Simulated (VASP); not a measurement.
# MgO (Imm2) in VASP: single point with PBE

Aim: the single point of MgO with PBE.

Program: VASP 6.6.1. These are calculated values, not measurements. Logs are shortened: lines on timing, memory, paths and dates and some standing lists are left out, and cuts for length are marked.

## Step 1: The cell of the first run

Symmetry: Imm2, No. 44, orthorhombic system. The conventional cell has a = 3.020 Å, b = 4.270 Å, c = 3.020 Å, α = 90.00°, β = 90.00°, γ = 90.00°. Mg (site symmetry mm2) has 6 O at 1.86 to 2.45 Å within 2.5 Å. Within 2.5 Å of O (site symmetry mm2) lie 6 Mg at 1.86 to 2.45 Å.

## Step 2: Single point, PBE (atom 2 (O) moved by (-0.300, -0.300) A along y and z)

The input, INCAR:

```
ALGO = Normal
EDIFF = 1E-6
ENCUT = 520
GGA = PE
ISIF = 2
ISMEAR = 0
LASPH = T
LCHARG = F
LREAL = F
LWAVE = F
NBANDS = 11
NELM = 60
PREC = Accurate
SIGMA = 0.05
```

The input, KPOINTS:

```
k-points
0
Gamma
  10 10 10
```

The input, POSCAR:

```
MgO
1.0
    0.0000000000      2.1351500000      2.1351500000
    2.1351500000      0.0000000000      2.1351500000
    2.1351500000      2.1351500000      0.0000000000
Mg O
1 1
Direct
    0.0000000000      0.0000000000      0.0000000000
    0.3594946491      0.5000000000      0.5000000000
```

Potentials or basis: VASP PAW PBE potentials, release 64 (Mg, O).

The run is started by

```
cat potpaw_PBE.64/Mg/POTCAR potpaw_PBE.64/O/POTCAR > POTCAR
mpirun -np 1 vasp_std > vasp.out
```

OUTCAR:

```text
EDIFF = 1E-6
   ENCUT = 520
   GGA = PE
   ISIF = 2
   ISMEAR = 0
   LASPH = T
   LREAL = F
   NELM = 60
   PREC = Accurate

 ion  position               nearest neighbor table
   1  0.000  0.000  0.000-   2 1.86   2 1.86   2 2.18   2 2.18   2 2.45   2 2.45
   2  0.359  0.500  0.500-   1 1.86   1 1.86   1 2.18   1 2.18   1 2.45   1 2.45

  LATTYP: Found a face centered cubic cell.
 ALAT       =     4.2703000000

  Lattice vectors:

 A1 = (   0.0000000000,   2.1351500000,   2.1351500000)
 A2 = (   2.1351500000,   0.0000000000,   2.1351500000)
 A3 = (   2.1351500000,   2.1351500000,   0.0000000000)

Analysis of symmetry for initial positions (statically):
=====================================================================
 Subroutine PRICEL returns:
 Original cell was already a primitive cell.

 Routine SETGRP: Setting up the symmetry group for a
 face centered cubic supercell.

 Subroutine GETGRP returns: Found  4 space group operations
 (whereof  4 operations were pure point group operations)
 out of a pool of 48 trial point group operations.

The static configuration has the point symmetry C_2v.

Analysis of symmetry for dynamics (positions and initial velocities):
=====================================================================
 Subroutine PRICEL returns:
 Original cell was already a primitive cell.

 Routine SETGRP: Setting up the symmetry group for a
 face centered cubic supercell.

 Subroutine GETGRP returns: Found  4 space group operations
 (whereof  4 operations were pure point group operations)
 out of a pool of 48 trial point group operations.

The dynamic configuration has the point symmetry C_2v.

 Subroutine INISYM returns: Found  4 space group operations
 (whereof  4 operations are pure point group operations),
 and found     1 'primitive' translations

----------------------------------------------------------------------------------------

                                     Primitive cell

  volume of cell :      19.4677

  direct lattice vectors                    reciprocal lattice vectors
     0.000000000  2.135150000  2.135150000    -0.234175585  0.234175585  0.234175585
     2.135150000  0.000000000  2.135150000     0.234175585 -0.234175585  0.234175585
     2.135150000  2.135150000  0.000000000     0.234175585  0.234175585 -0.234175585

  length of vectors
     3.019558088  3.019558088  3.019558088     0.405604011  0.405604011  0.405604011

  position of ions in fractional coordinates (direct lattice)
     0.000000000  0.000000000  0.000000000
     0.359494649  0.500000000  0.500000000

  ion indices of the primitive-cell ions
   primitive index   ion index
                 1           1
                 2           2

----------------------------------------------------------------------------------------

 KPOINTS: k-points

Automatic generation of k-mesh.
 Grid dimensions read from file:
 generate k-points for:   10   10   10

 Generating k-lattice:

  Cartesian coordinates                     Fractional coordinates (reciprocal lattice)
    -0.023417558  0.023417558  0.023417558     0.100000000  0.000000000  0.000000000
     0.023417558 -0.023417558  0.023417558     0.000000000  0.100000000  0.000000000
     0.023417558  0.023417558 -0.023417558     0.000000000  0.000000000  0.100000000

  Length of vectors
     0.040560401  0.040560401  0.040560401

  Shift w.r.t. Gamma in fractional coordinates (k-lattice)
     0.000000000  0.000000000  0.000000000

 Subroutine IBZKPT returns following result:
 ===========================================

 Found    171 irreducible k-points:

 Following reciprocal coordinates:
            Coordinates               Weight
  0.000000  0.000000  0.000000      1.000000
  0.100000  0.000000  0.000000      4.000000
  0.000000  0.100000  0.000000      4.000000
  0.200000  0.000000  0.000000      4.000000
  0.000000  0.200000  0.000000      4.000000
  0.300000  0.000000  0.000000      4.000000
[... 16 lines left out ...]
  0.000000  0.400000  0.100000      4.000000
  0.100000  0.000000  0.400000      8.000000
 [... further k-points ...]
   k-points           NKPTS =    171   k-points in BZ     NKDIM =    171   number of bands    NBANDS=     11
   number of dos      NEDOS =    301   number of ions     NIONS =      2
   total plane-waves  NPLWV =  13824
   dimension x,y,z NGX =    24 NGY =   24 NGZ =   24
   dimension x,y,z NGXF=    48 NGYF=   48 NGZF=   48
   ions per type =               1   1
   NGX,Y,Z   is equivalent  to a cutoff of  13.21, 13.21, 13.21 a.u.
   NGXF,Y,Z  is equivalent  to a cutoff of  26.43, 26.43, 26.43 a.u.
 SYSTEM =  unknown system
   PREC   = accura    normal or accurate (medium, high low for compatibility)
   ISTART =      0    job   : 0-new  1-cont  2-samecut
   ICHARG =      2    charge: 1-file 2-atom 10-const
   ISPIN  =      1    spin polarized calculation?
   LNONCOLLINEAR =      F non collinear calculations
   LSORBIT =      F    spin-orbit coupling
   LASPH  =      T    aspherical Exc in radial PAW
   ENCUT  =  520.0 eV  38.22 Ry    6.18 a.u.   5.61  5.61  5.61*2*pi/ulx,y,z
   NELM   =     60;   NELMIN=  2; NELMDL= -5     # of ELM steps
   EDIFF  = 0.1E-05   stopping-criterion for ELM
   LREAL  =      F    real-space projection
   EDIFFG = 0.1E-04   stopping-criterion for IOM
   NSW    =      0    number of steps for IOM
   IBRION =     -1    ionic relax: 0-MD 1-quasi-New 2-CG
   NFREE  =      0    steps in history (QN), initial steepest desc. (CG)
   ISIF   =      2    stress and relaxation
   ISYM   =      2    0-nonsym 1-usesym 2-fastsym
   POTIM  = 0.5000    time-step for ionic-motion
   TEBEG  =    0.0;   TEEND  =   0.0 temperature during run
   PSTRESS=    0.0 pullay stress
   NELECT =       8.0000    total number of electrons
   NUPDOWN=      -1.0000    fix difference up-down
   EMIN   =  10.00;   EMAX   =-10.00  energy-range for DOS
   EFERMI =   0.00;   METHOD = LEGACY
   ISMEAR =     0;   SIGMA  =   0.05  broadening in eV -4-tet -1-fermi 0-gaus
   EFERMI_NEDOS =   21; number of points for ismear=-14 and -15
   IALGO  =     38    algorithm
   IMIX   =      4    mixing-type and parameters
     AMIX     =   0.40;   BMIX     =  1.00
     AMIX_MAG =   1.60;   BMIX_MAG =  1.00
  volume/ion in A,a.u.               =       9.73        65.69
  Fermi-wavevector in a.u.,A,eV,Ry     =   1.217119  2.300022 20.155386  1.481379
  Thomas-Fermi vector in A             =   2.352450
   LORBIT       =      0    0 simple, 1 ext, 2 COOP (PROOUT), +10 PAW based schemes
   GGA     = PE    functional components
   LHFCALC =     F    Hartree Fock is set to
   AEXX    =    0.0000 exact exchange contribution
   IVDW    =     0    specifies the selected vdW correction
   LEPSILON=     F    determine dielectric tensor
   LRPA    =     F    only Hartree local field effects (RPA)
 non-spin polarized calculation
 Gauss-broadening in eV      SIGMA  =   0.05
  energy-cutoff  :      520.00
  volume of cell :       19.47
 maximum number of plane-waves:       544
   NGX = 11   NGY = 11   NGZ = 11

 number of electron       8.0000001 magnetization

 Free energy of the ion-electron system (eV)
  ---------------------------------------------------
  ext. energy  EPLUGINS =         0.00000000
  ---------------------------------------------------
  free energy    TOTEN  =       -11.44792792 eV

  energy without entropy =      -11.44792792  energy(sigma->0) =      -11.44792792

 E-fermi :   3.0220     XC(G=0): -10.8221

 val. band max:        2.7758448189   @ k =   0.0000   0.1000   0.0000
 cond. band min:       7.0398984074   @ k =   0.0000   0.0000   0.0000
 fundamental gap:      4.2640535885
 Fermi energy:         3.0220490799

 k-point     1 :       0.0000    0.0000    0.0000
  band No.  band energies     occupation
      1     -14.2580      2.00000
      2       2.5121      2.00000
      3       2.7595      2.00000
      4       2.7605      2.00000
      5       7.0399      0.00000
      6      18.3974      0.00000
      7      19.1339      0.00000
      8      19.3683      0.00000
      9      21.8177      0.00000
     10      24.1633      0.00000
     11      24.2543      0.00000

 k-point     2 :       0.1000    0.0000    0.0000
  band No.  band energies     occupation
      1     -14.1631      2.00000
      2       2.1089      2.00000
      3       2.4579      2.00000
      4       2.7307      2.00000
      5       7.6795      0.00000
      6      17.6461      0.00000
      7      18.5897      0.00000
      8      19.4084      0.00000
      9      23.2368      0.00000
     10      23.5482      0.00000
     11      23.9102      0.00000

 k-point     3 :       0.0000    0.1000    0.0000
  band No.  band energies     occupation
      1     -14.1627      2.00000
      2       1.9472      2.00000
      3       2.6353      2.00000
      4       2.7758      2.00000
      5       7.6355      0.00000
      6      17.1591      0.00000
      7      19.0410      0.00000
      8      19.5708      0.00000
      9      22.9083      0.00000
     10      23.3936      0.00000
     11      24.1352      0.00000

 k-point     4 :       0.2000    0.0000    0.0000
  band No.  band energies     occupation
      1     -13.9032      2.00000
      2       0.8651      2.00000
      3       2.3201      2.00000
      4       2.5990      2.00000
      5       8.9191      0.00000
      6      15.8730      0.00000
      7      18.9351      0.00000
      8      19.6061      0.00000
      9      22.8062      0.00000
     10      22.9167      0.00000
     11      24.7116      0.00000
[... 239 lines left out ...]
 k-point    22 :       0.4000    0.1000    0.0000
  band No.  band energies     occupation
      1     -13.2905      2.00000
      2      -0.9061      2.00000
      3       1.8830      2.00000
      4       2.1927      2.00000
      5      10.7661      0.00000
      6      14.4492      0.00000
      7      17.8170      0.00000
      8      19.7274      0.00000
      9      22.6914      0.00000
     10      24.6184      0.00000
     11      25.8588      0.00000

 k-point    23 :       0.0000    0.4000    0.1000
  band No.  band energies     occupation
      1     -13.2896      2.00000
      2      -0.9594      2.00000
      3       2.0273      2.00000
      4       2.3348      2.00000
      5      10.6361      0.00000
      6      14.1623      0.00000
      7      17.2861      0.00000
      8      20.2486      0.00000
      9      22.7655      0.00000
     10      24.3227      0.00000
     11      26.6597      0.00000

 k-point    24 :       0.1000    0.0000    0.4000
  band No.  band energies     occupation
      1     -13.2891      2.00000
      2      -0.9355      2.00000
      3       2.1092      2.00000
      4       2.2716      2.00000
      5      10.5571      0.00000
      6      14.1261      0.00000
      7      17.7765      0.00000
      8      19.3538      0.00000
      9      23.5372      0.00000
     10      24.2477      0.00000
     11      26.1626      0.00000

 [... further k-points ...]
[... 5 lines left out ...]
  --------------------------------------------------------------------------------------
  -------------------------------------------------------------------------------------
  Total       -0.6158968      2.6836861      2.6836861      0.0000000     -0.8372075      0.0000000
  in kB      -50.6877922    220.8651216    220.8651216      0.0000000    -68.9014763      0.0000000
  external PRESSURE =     130.3474837 kB  Pullay stress =       0.0000000 kB

 VOLUME and BASIS-vectors are now :
 -----------------------------------------------------------------------------
  energy-cutoff  :      520.00
  volume of cell :       19.47
      direct lattice vectors                 reciprocal lattice vectors
     0.000000000  2.135150000  2.135150000    -0.234175585  0.234175585  0.234175585
     2.135150000  0.000000000  2.135150000     0.234175585 -0.234175585  0.234175585
     2.135150000  2.135150000  0.000000000     0.234175585  0.234175585 -0.234175585

 POSITION                                       TOTAL-FORCE (eV/Angst)
 -----------------------------------------------------------------------------------
      0.00000      0.00000      0.00000         0.000000     -1.706265     -1.706265
      2.13515      1.83515      1.83515         0.000000      1.706265      1.706265
 -----------------------------------------------------------------------------------
    total drift:                                0.000000      0.000866      0.000866

  FREE ENERGIE OF THE ION-ELECTRON SYSTEM (eV)
  ---------------------------------------------------
  free  energy   TOTEN  =       -11.4479279239 eV

  energy  without entropy=      -11.4479279239  energy(sigma->0) =      -11.44792792
```

Run time: 29 s. Hardware: 1 thread of Intel Xeon Platinum 8259CL at 2.50GHz (Skylake/Cascade Lake), shared host; peak memory 0.17 GiB.

What came out:

```
Free energy            : -11.4479 eV
Pressure               : 13.0 GPa
Largest force          : 2.413 eV/Å
Band gap on the k mesh : 4.26 eV, indirect (least direct gap 4.28 eV)
```

Forces on the atoms (eV/Å):
```
Mg   0.000 -1.706 -1.706
O    0.000  1.706  1.706
```

Stress tensor (GPa, compression positive):
```
-5.07  0.00  0.00
 0.00 22.09 -6.89
 0.00 -6.89 22.09
```

Levels at points of the mesh, in eV from the valence-band top:
```csv
k point,band 2,band 3,band 4,band 5,band 6,band 7
"(0.00, 0.00, 0.00)",-0.26,-0.02,-0.02,4.26,15.62,16.36
"(0.50, 0.00, 0.00)",-4.33,-0.79,-0.50,7.92,11.73,15.80
"(0.00, 0.50, 0.00)",-4.35,-0.57,-0.36,7.59,11.43,15.74
"(0.50, 0.50, 0.00)",-3.74,-1.29,-1.23,8.80,9.41,12.78
"(0.00, 0.50, 0.50)",-3.83,-1.44,-1.22,8.80,9.80,12.81
```

Caveat: the cell differs from its parent crystal (atom 2 (O) moved by (-0.300, -0.300) A along y and z); forces of over 1 eV/Å act on the atoms, so gaps and moduli don't describe the material at rest.
